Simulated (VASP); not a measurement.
# Ge (Fd-3m) in VASP: a series of runs

The runs below take Ge through single point, relaxation of cell and atoms, with RPBE.

Program: VASP 6.6.1. These are calculated values, not measurements. Logs are shortened: lines on timing, memory, paths and dates and some standing lists are left out, and cuts for length are marked.

**1. The cell of the first run**

Symmetry: Fd-3m, No. 227, cubic system. The conventional cell has a = 5.826 Å, b = 5.826 Å, c = 5.826 Å, α = 90.00°, β = 90.00°, γ = 90.00°. Within 3.3 Å of Ge (site symmetry -43m) lie 4 Ge at 2.52 Å.

**2. Single point, RPBE**

The input, INCAR:

```
ALGO     = Normal         # electronic algorithm
EDIFF    = 1E-6           # SCF threshold, eV
ENCUT    = 520            # plane-wave cutoff, eV
GGA      = RP             # functional
ISIF     = 2              # what is computed and relaxed
ISMEAR   = -1             # smearing method
LASPH    = T              # aspherical terms in the spheres
LCHARG   = T              # write CHGCAR
LELF     = T              # ELF
LREAL    = F              # projectors in reciprocal space
LVHAR    = T            
LWAVE    = F              # write WAVECAR
NBANDS   = 21             # bands
NELM     = 60             # most SCF steps
PREC     = Accurate       # precision mode
SIGMA    = 0.05           # smearing width, eV
```

The input, KPOINTS:

```
k-points
0
Gamma
  5 5 5
```

The input, POSCAR:

```
Ge
1.0
    0.0000000000      2.9132079994      2.9132079994
    2.9132079994      0.0000000000      2.9132079994
    2.9132079994      2.9132079994      0.0000000000
Ge
2
Direct
    0.5000000000      0.5000000000      0.5000000000
    0.7500000000      0.7500000000      0.7500000000
```

Potentials or basis: VASP PAW PBE potentials, release 64 (Ge_d).

Started as:

```
> cat potpaw_PBE.64/Ge_d/POTCAR > POTCAR
> mpirun -np 1 vasp_std > vasp.out
```

OUTCAR:

```text
EDIFF = 1E-6
   ENCUT = 520
   GGA = RP
   ISIF = 2
   ISMEAR = -1
   LASPH = T
   LREAL = F
   NELM = 60
   PREC = Accurate

 ion  position               nearest neighbor table
   1  0.500  0.500  0.500-   2 2.52   2 2.52   2 2.52   2 2.52
   2  0.750  0.750  0.750-   1 2.52   1 2.52   1 2.52   1 2.52

  LATTYP: Found a face centered cubic cell.
 ALAT       =     5.8264159988

  Lattice vectors:

 A1 = (   0.0000000000,   2.9132079994,   2.9132079994)
 A2 = (   2.9132079994,   0.0000000000,   2.9132079994)
 A3 = (   2.9132079994,   2.9132079994,   0.0000000000)

Analysis of symmetry for initial positions (statically):
=====================================================================
 Subroutine PRICEL returns:
 Original cell was already a primitive cell.

 Routine SETGRP: Setting up the symmetry group for a
 face centered cubic supercell.

 Subroutine GETGRP returns: Found 48 space group operations
 (whereof 24 operations were pure point group operations)
 out of a pool of 48 trial point group operations.

The static configuration has the point symmetry T_d .
 The point group associated with its full space group is O_h .

Analysis of symmetry for dynamics (positions and initial velocities):
=====================================================================
 Subroutine PRICEL returns:
 Original cell was already a primitive cell.

 Routine SETGRP: Setting up the symmetry group for a
 face centered cubic supercell.

 Subroutine GETGRP returns: Found 48 space group operations
 (whereof 24 operations were pure point group operations)
 out of a pool of 48 trial point group operations.

The dynamic configuration has the point symmetry T_d .
 The point group associated with its full space group is O_h .

 Subroutine INISYM returns: Found 48 space group operations
 (whereof 24 operations are pure point group operations),
 and found     1 'primitive' translations

----------------------------------------------------------------------------------------

                                     Primitive cell

  volume of cell :      49.4475

  direct lattice vectors                    reciprocal lattice vectors
     0.000000000  2.913207999  2.913207999    -0.171632098  0.171632098  0.171632098
     2.913207999  0.000000000  2.913207999     0.171632098 -0.171632098  0.171632098
     2.913207999  2.913207999  0.000000000     0.171632098  0.171632098 -0.171632098

  length of vectors
     4.119898263  4.119898263  4.119898263     0.297275513  0.297275513  0.297275513

  position of ions in fractional coordinates (direct lattice)
     0.500000000  0.500000000  0.500000000
     0.750000000  0.750000000  0.750000000

  ion indices of the primitive-cell ions
   primitive index   ion index
                 1           1
                 2           2

----------------------------------------------------------------------------------------

 KPOINTS: k-points

Automatic generation of k-mesh.
 Grid dimensions read from file:
 generate k-points for:    5    5    5

 Generating k-lattice:

  Cartesian coordinates                     Fractional coordinates (reciprocal lattice)
    -0.034326420  0.034326420  0.034326420     0.200000000  0.000000000  0.000000000
     0.034326420 -0.034326420  0.034326420     0.000000000  0.200000000  0.000000000
     0.034326420  0.034326420 -0.034326420     0.000000000  0.000000000  0.200000000

  Length of vectors
     0.059455103  0.059455103  0.059455103

  Shift w.r.t. Gamma in fractional coordinates (k-lattice)
     0.000000000  0.000000000  0.000000000

 Subroutine IBZKPT returns following result:
 ===========================================

 Found     10 irreducible k-points:

 Following reciprocal coordinates:
            Coordinates               Weight
  0.000000  0.000000  0.000000      1.000000
  0.200000  0.000000  0.000000      8.000000
  0.400000  0.000000  0.000000      8.000000
  0.200000  0.200000  0.000000      6.000000
  0.400000  0.200000  0.000000     24.000000
 -0.400000  0.200000  0.000000     24.000000
 -0.200000  0.200000  0.000000     12.000000
  0.400000  0.400000  0.000000      6.000000
 -0.400000  0.400000  0.000000     12.000000
 -0.400000  0.400000  0.200000     24.000000
   k-points           NKPTS =     10   k-points in BZ     NKDIM =     10   number of bands    NBANDS=     21
   number of dos      NEDOS =    301   number of ions     NIONS =      2
   total plane-waves  NPLWV =  32768
   dimension x,y,z NGX =    32 NGY =   32 NGZ =   32
   dimension x,y,z NGXF=    64 NGYF=   64 NGZF=   64
   ions per type =               2
   NGX,Y,Z   is equivalent  to a cutoff of  12.91, 12.91, 12.91 a.u.
   NGXF,Y,Z  is equivalent  to a cutoff of  25.83, 25.83, 25.83 a.u.
 SYSTEM =  unknown system
   PREC   = accura    normal or accurate (medium, high low for compatibility)
   ISTART =      0    job   : 0-new  1-cont  2-samecut
   ICHARG =      2    charge: 1-file 2-atom 10-const
   ISPIN  =      1    spin polarized calculation?
   LNONCOLLINEAR =      F non collinear calculations
   LSORBIT =      F    spin-orbit coupling
   LASPH  =      T    aspherical Exc in radial PAW
   ENCUT  =  520.0 eV  38.22 Ry    6.18 a.u.   7.66  7.66  7.66*2*pi/ulx,y,z
   NELM   =     60;   NELMIN=  2; NELMDL= -5     # of ELM steps
   EDIFF  = 0.1E-05   stopping-criterion for ELM
   LREAL  =      F    real-space projection
   EDIFFG = 0.1E-04   stopping-criterion for IOM
   NSW    =      0    number of steps for IOM
   IBRION =     -1    ionic relax: 0-MD 1-quasi-New 2-CG
   NFREE  =      0    steps in history (QN), initial steepest desc. (CG)
   ISIF   =      2    stress and relaxation
   ISYM   =      2    0-nonsym 1-usesym 2-fastsym
   POTIM  = 0.5000    time-step for ionic-motion
   TEBEG  =    0.0;   TEEND  =   0.0 temperature during run
   PSTRESS=    0.0 pullay stress
   NELECT =      28.0000    total number of electrons
   NUPDOWN=      -1.0000    fix difference up-down
   EMIN   =  10.00;   EMAX   =-10.00  energy-range for DOS
   EFERMI =   0.00;   METHOD = LEGACY
   ISMEAR =    -1;   SIGMA  =   0.05  broadening in eV -4-tet -1-fermi 0-gaus
   EFERMI_NEDOS =   21; number of points for ismear=-14 and -15
   IALGO  =     38    algorithm
   IMIX   =      4    mixing-type and parameters
     AMIX     =   0.40;   BMIX     =  1.00
     AMIX_MAG =   1.60;   BMIX_MAG =  1.00
  volume/ion in A,a.u.               =      24.72       166.84
  Fermi-wavevector in a.u.,A,eV,Ry     =   1.354397  2.559439 24.958412  1.834392
  Thomas-Fermi vector in A             =   2.481572
   LORBIT       =      0    0 simple, 1 ext, 2 COOP (PROOUT), +10 PAW based schemes
   GGA     = RP    functional components
   LHFCALC =     F    Hartree Fock is set to
   AEXX    =    0.0000 exact exchange contribution
   IVDW    =     0    specifies the selected vdW correction
   LEPSILON=     F    determine dielectric tensor
   LRPA    =     F    only Hartree local field effects (RPA)
 non-spin polarized calculation
  energy-cutoff  :      520.00
  volume of cell :       49.45
 maximum number of plane-waves:      1363
   NGX = 15   NGY = 15   NGZ = 15

 number of electron      27.9999973 magnetization

 Free energy of the ion-electron system (eV)
  ---------------------------------------------------
  ext. energy  EPLUGINS =         0.00000000
  ---------------------------------------------------
  free energy    TOTEN  =        -8.27764801 eV

  energy without entropy =       -8.27404063  energy(sigma->0) =       -8.27584432

 E-fermi :   4.2850     XC(G=0):  -9.3069

 val. band max:        3.6987604044   @ k =   0.2000   0.0000   0.0000
 cond. band min:       4.3011081367   @ k =   0.0000   0.0000   0.0000
 fundamental gap:      0.6023477322
 Fermi energy:         4.2849858705

 k-point     1 :       0.0000    0.0000    0.0000
  band No.  band energies     occupation
      1     -20.4248      2.00000
      2     -20.4248      2.00000
      3     -20.4248      2.00000
      4     -20.3959      2.00000
      5     -20.3959      2.00000
      6     -20.2288      2.00000
[... 13 lines left out ...]
     20      13.5045      0.00000
     21      13.5045      0.00000

 k-point     2 :       0.2000    0.0000    0.0000
  band No.  band energies     occupation
      1     -20.4363      2.00000
      2     -20.4363      2.00000
      3     -20.4200      2.00000
      4     -20.3787      2.00000
      5     -20.3787      2.00000
      6     -20.2473      2.00000
[... 13 lines left out ...]
     20      12.4573      0.00000
     21      12.4573      0.00000

 k-point     3 :       0.4000    0.0000    0.0000
  band No.  band energies     occupation
      1     -20.4438      2.00000
      2     -20.4438      2.00000
      3     -20.4118      2.00000
      4     -20.3643      2.00000
      5     -20.3643      2.00000
      6     -20.2584      2.00000
[... 13 lines left out ...]
     20      13.8920      0.00000
     21      13.8920      0.00000

 k-point     4 :       0.2000    0.2000    0.0000
  band No.  band energies     occupation
      1     -20.4354      2.00000
      2     -20.4354      2.00000
      3     -20.4308      2.00000
      4     -20.3786      2.00000
      5     -20.3574      2.00000
      6     -20.2804      2.00000
[... 13 lines left out ...]
     20      13.1912      0.00000
     21      14.1532      0.00000

 k-point     5 :       0.4000    0.2000    0.0000
  band No.  band energies     occupation
      1     -20.4537      2.00000
      2     -20.4447      2.00000
      3     -20.4081      2.00000
      4     -20.3582      2.00000
      5     -20.3362      2.00000
      6     -20.3010      2.00000
[... 13 lines left out ...]
     20      14.2544      0.00000
     21      15.1134      0.00000

 k-point     6 :      -0.4000    0.2000    0.0000
  band No.  band energies     occupation
      1     -20.4603      2.00000
      2     -20.4503      2.00000
      3     -20.3887      2.00000
      4     -20.3485      2.00000
      5     -20.3422      2.00000
      6     -20.2829      2.00000
[... 13 lines left out ...]
     20      13.4353      0.00000
     21      14.9153      0.00000

 k-point     7 :      -0.2000    0.2000    0.0000
  band No.  band energies     occupation
      1     -20.4481      2.00000
      2     -20.4480      2.00000
      3     -20.4031      2.00000
      4     -20.3704      2.00000
      5     -20.3527      2.00000
      6     -20.2735      2.00000
[... 13 lines left out ...]
     20      13.9021      0.00000
     21      14.2684      0.00000

 k-point     8 :       0.4000    0.4000    0.0000
  band No.  band energies     occupation
      1     -20.4500      2.00000
      2     -20.4500      2.00000
      3     -20.4073      2.00000
      4     -20.3504      2.00000
      5     -20.3341      2.00000
      6     -20.2929      2.00000
[... 13 lines left out ...]
     20      16.1059      0.00000
     21      16.2557      0.00000

 k-point     9 :      -0.4000    0.4000    0.0000
  band No.  band energies     occupation
      1     -20.4630      2.00000
      2     -20.4528      2.00000
      3     -20.3810      2.00000
      4     -20.3488      2.00000
      5     -20.3130      2.00000
      6     -20.3035      2.00000
[... 13 lines left out ...]
     20      14.4537      0.00000
     21      16.7352      0.00000

 k-point    10 :      -0.4000    0.4000    0.2000
  band No.  band energies     occupation
      1     -20.4618      2.00000
      2     -20.4577      2.00000
      3     -20.3761      2.00000
      4     -20.3360      2.00000
      5     -20.3259      2.00000
      6     -20.3097      2.00000
[... 13 lines left out ...]
     20      14.2869      0.00000
     21      16.8619      0.00000

------------------------ aborting loop because EDIFF is reached ----------------------------------------

  FORCE on cell =-STRESS in cart. coord.  units (eV):
  Direction    XX          YY          ZZ          XY          YZ          ZX
  --------------------------------------------------------------------------------------
  -------------------------------------------------------------------------------------
  Total       -0.0280408     -0.0280408     -0.0280408      0.0000000      0.0000000     -0.0000000
  in kB       -0.9085669     -0.9085669     -0.9085669      0.0000000      0.0000000     -0.0000000
  external PRESSURE =      -0.9085669 kB  Pullay stress =       0.0000000 kB

 VOLUME and BASIS-vectors are now :
 -----------------------------------------------------------------------------
  energy-cutoff  :      520.00
  volume of cell :       49.45
      direct lattice vectors                 reciprocal lattice vectors
     0.000000000  2.913207999  2.913207999    -0.171632098  0.171632098  0.171632098
     2.913207999  0.000000000  2.913207999     0.171632098 -0.171632098  0.171632098
     2.913207999  2.913207999  0.000000000     0.171632098  0.171632098 -0.171632098

 POSITION                                       TOTAL-FORCE (eV/Angst)
 -----------------------------------------------------------------------------------
      2.91321      2.91321      2.91321         0.000000      0.000000      0.000000
      4.36981      4.36981      4.36981        -0.000000     -0.000000     -0.000000
 -----------------------------------------------------------------------------------
    total drift:                               -0.000000     -0.000000      0.000000

  FREE ENERGIE OF THE ION-ELECTRON SYSTEM (eV)
  ---------------------------------------------------
  free  energy   TOTEN  =        -8.2776480101 eV

  energy  without entropy=       -8.2740406329  energy(sigma->0) =       -8.27584432
```

Run time: 11 s. Hardware: 1 thread of Intel Xeon Platinum 8375C at 2.90GHz (Ice Lake), shared host; peak memory 0.17 GiB.

Results:

```
Free energy            : -8.2776 eV
Pressure               : -0.1 GPa
Band gap on the k mesh : zero (filled and empty bands touch)
```

Caveat: the k points lie up to 0.37 Å⁻¹ apart; the PAW data sets were made with another functional, which shifts forces and pressure a little.

**3. Relaxation of cell and atoms, RPBE**

This run uses another cell than the first one, of 22.63 Å³/atom, 0.915 times its volume.

The input, INCAR:

```
PREC = Accurate
ENCUT = 600
EDIFF = 1E-6
ISMEAR = -1
SIGMA = 0.05
LREAL = F
LASPH = T
NELM = 60
ALGO = Normal
ISIF = 3
LWAVE = F
LCHARG = F
GGA = RP
IBRION = 2
NSW = 80
EDIFFG = -0.01
```

The input, KPOINTS:

```
Automatic mesh
0
Gamma
  5 5 5
```

The input, POSCAR:

```
Ge
1.0
    0.0000000000      2.8286800000      2.8286800000
    2.8286800000      0.0000000000      2.8286800000
    2.8286800000      2.8286800000      0.0000000000
Ge
2
Direct
    0.5000000000      0.5000000000      0.5000000000
    0.7500000000      0.7500000000      0.7500000000
```

Potentials or basis: VASP PAW PBE potentials, release 64 (Ge_d).

Started as:

```
> cat potpaw_PBE.64/Ge_d/POTCAR > POTCAR
> mpirun -np 1 vasp_std > vasp.out
```

Run time: 23 s. Hardware: 1 thread of Intel Xeon Platinum 8375C at 2.90GHz (Ice Lake), shared host; peak memory 0.17 GiB.

Results (log left out):

```yaml
Free_energy: -8.2780 eV
Relaxed_volume: 24.72 Å³/atom
Relaxed_cell: a = 4.119 Å, b = 4.119 Å, c = 4.119 Å, α = 60.00°, β = 60.00°, γ = 60.00°
Space_group_after_relaxing_to_0.05_Å: Fd-3m (No. 227)
Energy_gained_by_relaxing: 33.6 meV/atom
Ionic_steps: 3
Pressure_after_relaxing: 0.0 GPa
Band_gap_on_the_k_mesh: zero (filled and empty bands touch)
```

Step by step:
| step | energy change (eV) | largest force (eV/Å) | pressure (GPa) | volume (Å³) |
| --- | --- | --- | --- | --- |
| 1 | 0.0000 | 0.0000 | 5.39 | 45.27 |
| 2 | -0.0640 | 0.0000 | -1.13 | 50.44 |
| 3 | -0.0671 | 0.0000 | 0.03 | 49.43 |

Final structure:
```
Ge
1.0
     0.00000    2.91287    2.91287
     2.91287    0.00000    2.91287
     2.91287    2.91287    0.00000
Ge
2
Direct
  0.50000 0.50000 0.50000
  0.75000 0.75000 0.75000
```

Levels at points of the mesh, in eV from the Fermi level:
| k point | band 12 | band 13 | band 14 | band 15 | band 16 | band 17 |
| --- | --- | --- | --- | --- | --- | --- |
| (0.00, 0.00, 0.00) | -0.61 | 0.02 | 0.02 | 0.02 | 2.53 | 2.53 |

Caveat: the k points lie up to 0.37 Å⁻¹ apart in the final cell; the PAW data sets were made with another functional, which shifts forces and pressure a little. RPBE and its kin give volumes clearly too large for solids.
